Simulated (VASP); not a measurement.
# SnSe (P6_3mc) in VASP: single point with PBEsol

Aim: the single point of SnSe with PBEsol.

All numbers are computed with VASP 6.6.1; they aren't measurements. Logs are shortened: lines on timing, memory, paths and dates and some standing lists are left out, and cuts for length are marked.

### 1 The cell of the first run

It takes space group P6_3mc (No. 186, hexagonal). Conventional cell: a = 5.019 Å, b = 5.019 Å, c = 11.844 Å, α = 90.00°, β = 90.00°, γ = 120.00°. Sn (site symmetry 3m) has 5 Se at 2.82 to 3.10 Å within 3.7 Å. Within 3.7 Å of Sn (site symmetry 3m) lie 4 Se at 2.79 to 2.90 Å. Within 3.7 Å of Se (site symmetry 3m) lie 5 Sn at 2.82 to 3.10 Å. Se (site symmetry 3m) has 4 Sn at 2.79 to 2.90 Å within 3.7 Å.

### 2 Single point, PBEsol

INCAR

```
ALGO = Normal
EDIFF = 1E-6
ENCUT = 520
GGA = PS
ISIF = 2
ISMEAR = -1
LASPH = True
LCHARG = False
LREAL = False
LWAVE = False
NBANDS = 50
NELM = 100
PREC = Accurate
SIGMA = 0.03
```

KPOINTS

```
k-points
0
Gamma
  6 6 2
```

POSCAR

```
SnSe
1.0
    5.0185033778      0.0000000000      0.0000000000
   -2.5092516889      4.3461514141      0.0000000000
    0.0000000000      0.0000000000     11.8441064361
Sn Se
4 4
Direct
    0.0000000000      0.0000000000     -0.0249725871
    0.3333333333      0.6666666667      0.2256874577
    0.0000000000      0.0000000000      0.4750274129
    0.6666666667      0.3333333333      0.7256874577
    0.0000000000      0.0000000000      0.2133490937
    0.3333333333      0.6666666667      0.4609360357
    0.0000000000      0.0000000000      0.7133490937
    0.6666666667      0.3333333333      0.9609360357
```

Potentials or basis: VASP PAW PBE potentials, release 64 (Sn_d, Se).

Launch:

```sh
$ cat potpaw_PBE.64/Sn_d/POTCAR potpaw_PBE.64/Se/POTCAR > POTCAR
$ mpirun -np 1 vasp_std > vasp.out
```

OUTCAR:

```text
EDIFF = 1E-6
   ENCUT = 520
   GGA = PS
   ISIF = 2
   ISMEAR = -1
   LASPH = True
   LREAL = False
   NELM = 100
   PREC = Accurate

 ion  position               nearest neighbor table
   1  0.000  0.000  0.975-   5 2.82   8 2.90   8 2.90   8 2.90   7 3.10
   2  0.333  0.667  0.226-   6 2.79   5 2.90   5 2.90   5 2.90
   3  0.000  0.000  0.475-   7 2.82   6 2.90   6 2.90   6 2.90   5 3.10
   4  0.667  0.333  0.726-   8 2.79   7 2.90   7 2.90   7 2.90
   5  0.000  0.000  0.213-   1 2.82   2 2.90   2 2.90   2 2.90   3 3.10
   6  0.333  0.667  0.461-   2 2.79   3 2.90   3 2.90   3 2.90
   7  0.000  0.000  0.713-   3 2.82   4 2.90   4 2.90   4 2.90   1 3.10
   8  0.667  0.333  0.961-   4 2.79   1 2.90   1 2.90   1 2.90

  LATTYP: Found a hexagonal cell.
 ALAT       =     5.0185033778
 C/A-ratio  =     2.3600873696

  Lattice vectors:

 A1 = (   5.0185033778,   0.0000000000,   0.0000000000)
 A2 = (  -2.5092516889,   4.3461514141,   0.0000000000)
 A3 = (   0.0000000000,   0.0000000000,  11.8441064361)

Analysis of symmetry for initial positions (statically):
=====================================================================
 Subroutine PRICEL returns:
 Original cell was already a primitive cell.

 Routine SETGRP: Setting up the symmetry group for a
 hexagonal supercell.

 Subroutine GETGRP returns: Found 12 space group operations
 (whereof  6 operations were pure point group operations)
 out of a pool of 24 trial point group operations.

The static configuration has the point symmetry C_3v.
 The point group associated with its full space group is C_6v.

Analysis of symmetry for dynamics (positions and initial velocities):
=====================================================================
 Subroutine PRICEL returns:
 Original cell was already a primitive cell.

 Routine SETGRP: Setting up the symmetry group for a
 hexagonal supercell.

 Subroutine GETGRP returns: Found 12 space group operations
 (whereof  6 operations were pure point group operations)
 out of a pool of 24 trial point group operations.

The dynamic configuration has the point symmetry C_3v.
 The point group associated with its full space group is C_6v.

 Subroutine INISYM returns: Found 12 space group operations
 (whereof  6 operations are pure point group operations),
 and found     1 'primitive' translations

----------------------------------------------------------------------------------------

                                     Primitive cell

  volume of cell :     258.3339

  direct lattice vectors                    reciprocal lattice vectors
     5.018503378  0.000000000  0.000000000     0.199262594  0.115044312  0.000000000
    -2.509251689  4.346151414  0.000000000     0.000000000  0.230088624  0.000000000
     0.000000000  0.000000000 11.844106436     0.000000000  0.000000000  0.084430177

  length of vectors
     5.018503378  5.018503378 11.844106436     0.230088624  0.230088624  0.084430177

  position of ions in fractional coordinates (direct lattice)
     0.000000000  0.000000000  0.975027413
     0.333333333  0.666666667  0.225687458
     0.000000000  0.000000000  0.475027413
     0.666666667  0.333333333  0.725687458
     0.000000000  0.000000000  0.213349094
     0.333333333  0.666666667  0.460936036
     0.000000000  0.000000000  0.713349094
     0.666666667  0.333333333  0.960936036

  ion indices of the primitive-cell ions
   primitive index   ion index
                 1           1
                 2           2
                 3           3
                 4           4
                 5           5
                 6           6
                 7           7
                 8           8

----------------------------------------------------------------------------------------

 KPOINTS: k-points

Automatic generation of k-mesh.
 Grid dimensions read from file:
 generate k-points for:    6    6    2

 Generating k-lattice:

  Cartesian coordinates                     Fractional coordinates (reciprocal lattice)
     0.033210432  0.019174052  0.000000000     0.166666667  0.000000000  0.000000000
     0.000000000  0.038348104  0.000000000     0.000000000  0.166666667  0.000000000
     0.000000000  0.000000000  0.042215088     0.000000000  0.000000000  0.500000000

  Length of vectors
     0.038348104  0.038348104  0.042215088

  Shift w.r.t. Gamma in fractional coordinates (k-lattice)
     0.000000000  0.000000000  0.000000000

 Subroutine IBZKPT returns following result:
 ===========================================

 Found     14 irreducible k-points:

 Following reciprocal coordinates:
            Coordinates               Weight
  0.000000  0.000000  0.000000      1.000000
  0.166667 -0.000000  0.000000      6.000000
  0.333333  0.000000  0.000000      6.000000
  0.500000  0.000000  0.000000      3.000000
  0.166667  0.166667  0.000000      6.000000
  0.333333  0.166667  0.000000     12.000000
  0.333333  0.333333  0.000000      2.000000
  0.000000  0.000000  0.500000      1.000000
  0.166667 -0.000000  0.500000      6.000000
  0.333333  0.000000  0.500000      6.000000
  0.500000  0.000000  0.500000      3.000000
  0.166667  0.166667  0.500000      6.000000
  0.333333  0.166667  0.500000     12.000000
  0.333333  0.333333  0.500000      2.000000
   k-points           NKPTS =     14   k-points in BZ     NKDIM =     14   number of bands    NBANDS=     50
   number of dos      NEDOS =    301   number of ions     NIONS =      8
   total plane-waves  NPLWV = 144000
   dimension x,y,z NGX =    40 NGY =   40 NGZ =   90
   dimension x,y,z NGXF=    80 NGYF=   80 NGZF=  180
   ions per type =               4   4
   NGX,Y,Z   is equivalent  to a cutoff of  13.25, 13.25, 12.63 a.u.
   NGXF,Y,Z  is equivalent  to a cutoff of  26.50, 26.50, 25.27 a.u.
 SYSTEM =  unknown system
   PREC   = accura    normal or accurate (medium, high low for compatibility)
   ISTART =      0    job   : 0-new  1-cont  2-samecut
   ICHARG =      2    charge: 1-file 2-atom 10-const
   ISPIN  =      1    spin polarized calculation?
   LNONCOLLINEAR =      F non collinear calculations
   LSORBIT =      F    spin-orbit coupling
   LASPH  =      T    aspherical Exc in radial PAW
   ENCUT  =  520.0 eV  38.22 Ry    6.18 a.u.   9.33  9.33 22.02*2*pi/ulx,y,z
   NELM   =    100;   NELMIN=  2; NELMDL= -5     # of ELM steps
   EDIFF  = 0.1E-05   stopping-criterion for ELM
   LREAL  =      F    real-space projection
   EDIFFG = 0.1E-04   stopping-criterion for IOM
   NSW    =      0    number of steps for IOM
   IBRION =     -1    ionic relax: 0-MD 1-quasi-New 2-CG
   NFREE  =      0    steps in history (QN), initial steepest desc. (CG)
   ISIF   =      2    stress and relaxation
   ISYM   =      2    0-nonsym 1-usesym 2-fastsym
   POTIM  = 0.5000    time-step for ionic-motion
   TEBEG  =    0.0;   TEEND  =   0.0 temperature during run
   PSTRESS=    0.0 pullay stress
   NELECT =      80.0000    total number of electrons
   NUPDOWN=      -1.0000    fix difference up-down
   EMIN   =  10.00;   EMAX   =-10.00  energy-range for DOS
   EFERMI =   0.00;   METHOD = LEGACY
   ISMEAR =    -1;   SIGMA  =   0.03  broadening in eV -4-tet -1-fermi 0-gaus
   EFERMI_NEDOS =   21; number of points for ismear=-14 and -15
   IALGO  =     38    algorithm
   IMIX   =      4    mixing-type and parameters
     AMIX     =   0.40;   BMIX     =  1.00
     AMIX_MAG =   1.60;   BMIX_MAG =  1.00
  volume/ion in A,a.u.               =      32.29       217.92
  Fermi-wavevector in a.u.,A,eV,Ry     =   1.107587  2.093035 16.690922  1.226748
  Thomas-Fermi vector in A             =   2.244103
   LORBIT       =      0    0 simple, 1 ext, 2 COOP (PROOUT), +10 PAW based schemes
   GGA     = PS    functional components
   LHFCALC =     F    Hartree Fock is set to
   AEXX    =    0.0000 exact exchange contribution
   IVDW    =     0    specifies the selected vdW correction
   LEPSILON=     F    determine dielectric tensor
   LRPA    =     F    only Hartree local field effects (RPA)
 non-spin polarized calculation
  energy-cutoff  :      520.00
  volume of cell :      258.33
 maximum number of plane-waves:      7004
 NGX is ok and might be reduce to    40
   NGX = 19   NGY = 19   NGZ = 45

 number of electron      80.0000006 magnetization

 Free energy of the ion-electron system (eV)
  ---------------------------------------------------
  ext. energy  EPLUGINS =         0.00000000
  ---------------------------------------------------
  free energy    TOTEN  =       -34.52080667 eV

  energy without entropy =      -34.52076813  energy(sigma->0) =      -34.52078740

 E-fermi :   4.5332     XC(G=0):  -8.8033

 val. band max:        4.3349059848   @ k =   0.3333   0.3333   0.0000
 cond. band min:       4.7727331243   @ k =   0.1667   0.1667   0.0000
 fundamental gap:      0.4378271395
 Fermi energy:         4.5332474044

 k-point     1 :       0.0000    0.0000    0.0000
  band No.  band energies     occupation
      1     -17.5243      2.00000
      2     -17.5243      2.00000
      3     -17.5226      2.00000
      4     -17.5225      2.00000
      5     -17.5225      2.00000
      6     -17.5103      2.00000
[... 42 lines left out ...]
     49       6.3984      0.00000
     50       6.7171      0.00000

 k-point     2 :       0.1667   -0.0000    0.0000
  band No.  band energies     occupation
      1     -17.5277      2.00000
      2     -17.5251      2.00000
      3     -17.5232      2.00000
      4     -17.5217      2.00000
      5     -17.5172      2.00000
      6     -17.5129      2.00000
[... 42 lines left out ...]
     49       6.9573      0.00000
     50       7.2615      0.00000

 k-point     3 :       0.3333    0.0000    0.0000
  band No.  band energies     occupation
      1     -17.5315      2.00000
      2     -17.5261      2.00000
      3     -17.5211      2.00000
      4     -17.5199      2.00000
      5     -17.5154      2.00000
      6     -17.5144      2.00000
[... 42 lines left out ...]
     49       7.4595      0.00000
     50       7.5494      0.00000

 k-point     4 :       0.5000    0.0000    0.0000
  band No.  band energies     occupation
      1     -17.5329      2.00000
      2     -17.5265      2.00000
      3     -17.5201      2.00000
      4     -17.5189      2.00000
      5     -17.5162      2.00000
      6     -17.5139      2.00000
[... 469 lines left out ...]
 k-point    13 :       0.3333    0.1667    0.5000
  band No.  band energies     occupation
      1     -17.5292      2.00000
      2     -17.5292      2.00000
      3     -17.5201      2.00000
      4     -17.5201      2.00000
      5     -17.5151      2.00000
      6     -17.5151      2.00000
[... 42 lines left out ...]
     49       7.8834      0.00000
     50       7.8835      0.00000

 k-point    14 :       0.3333    0.3333    0.5000
  band No.  band energies     occupation
      1     -17.5288      2.00000
      2     -17.5288      2.00000
      3     -17.5201      2.00000
      4     -17.5201      2.00000
      5     -17.5153      2.00000
      6     -17.5153      2.00000
[... 42 lines left out ...]
     49       7.7907      0.00000
     50       7.7907      0.00000

------------------------ aborting loop because EDIFF is reached ----------------------------------------

  FORCE on cell =-STRESS in cart. coord.  units (eV):
  Direction    XX          YY          ZZ          XY          YZ          ZX
  --------------------------------------------------------------------------------------
  -------------------------------------------------------------------------------------
  Total        0.0354843      0.0354843      0.0532846      0.0000000      0.0000000      0.0000000
  in kB        0.2200723      0.2200723      0.3304690      0.0000000      0.0000000      0.0000000
  external PRESSURE =       0.2568712 kB  Pullay stress =       0.0000000 kB

 VOLUME and BASIS-vectors are now :
 -----------------------------------------------------------------------------
  energy-cutoff  :      520.00
  volume of cell :      258.33
      direct lattice vectors                 reciprocal lattice vectors
     5.018503378  0.000000000  0.000000000     0.199262594  0.115044312  0.000000000
    -2.509251689  4.346151414  0.000000000     0.000000000  0.230088624  0.000000000
     0.000000000  0.000000000 11.844106436     0.000000000  0.000000000  0.084430177

 POSITION                                       TOTAL-FORCE (eV/Angst)
 -----------------------------------------------------------------------------------
      0.00000      0.00000     11.54833         0.000000     -0.000000     -0.004016
     -0.00000      2.89743      2.67307         0.000000      0.000000     -0.011210
      0.00000      0.00000      5.62628        -0.000000      0.000000     -0.004016
      2.50925      1.44872      8.59512        -0.000000      0.000000     -0.011210
      0.00000      0.00000      2.52693        -0.000000      0.000000      0.004736
     -0.00000      2.89743      5.45938         0.000000     -0.000000      0.010490
      0.00000      0.00000      8.44898         0.000000      0.000000      0.004736
      2.50925      1.44872     11.38143        -0.000000      0.000000      0.010490
 -----------------------------------------------------------------------------------
    total drift:                               -0.000000     -0.000000      0.000958

  FREE ENERGIE OF THE ION-ELECTRON SYSTEM (eV)
  ---------------------------------------------------
  free  energy   TOTEN  =       -34.5208066702 eV

  energy  without entropy=      -34.5207681332  energy(sigma->0) =      -34.52078740
```

Run time: 5.2 min. Hardware: 1 thread of Oxide Virtual Turin-like, shared host; peak memory 0.4 GiB.

Results:

```
Free energy            : -34.5208 eV
Pressure               : 0.0 GPa
Largest force          : 0.011 eV/Å
Band gap on the k mesh : 0.44 eV (least direct gap 0.61 eV)
```

Forces on the atoms (eV/Å):
```
Sn   0.000  0.000 -0.004
Sn   0.000  0.000 -0.011
Sn   0.000  0.000 -0.004
Sn   0.000  0.000 -0.011
Se   0.000  0.000  0.005
Se   0.000  0.000  0.010
Se   0.000  0.000  0.005
Se   0.000  0.000  0.010
```

Caveat: semilocal functionals underestimate gaps, and a narrow one can read as zero; the PAW data sets were made with another functional, which shifts forces and pressure a little; spin-orbit coupling is left out, which moves the levels of the heavy elements. A k mesh can miss the band edges.
